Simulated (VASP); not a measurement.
Here is a VASP 6.6.1 calculation.

Contents of INCAR:

```
PREC = Accurate
ENCUT = 520
EDIFF = 1E-7
ISMEAR = -1
SIGMA = 0.1
LREAL = F
LASPH = T
NELM = 100
ALGO = Normal
ISIF = 2
LWAVE = F
LCHARG = T
GGA = PE
LELF = T
LVHAR = T
NBANDS = 12
```

The input KPOINTS:

```
Automatic mesh
0
Gamma
  18 18 18
```

Contents of POSCAR:

```
Tl
1.0
    0.0000000000      2.5002470095      2.5002470095
    2.5002470095      0.0000000000      2.5002470095
    2.5002470095      2.5002470095      0.0000000000
Tl
1
Direct
    0.0000000000      0.0000000000      0.0000000000
```

Potentials or basis: VASP PAW PBE potentials, release 64 (Tl_d).

Launch:

```sh
$ cat potpaw_PBE.64/Tl_d/POTCAR > POTCAR
$ mpirun -np 1 vasp_std > vasp.out
```

(1) Estimate the pressure.

Answers

(1) -0.1 GPa.
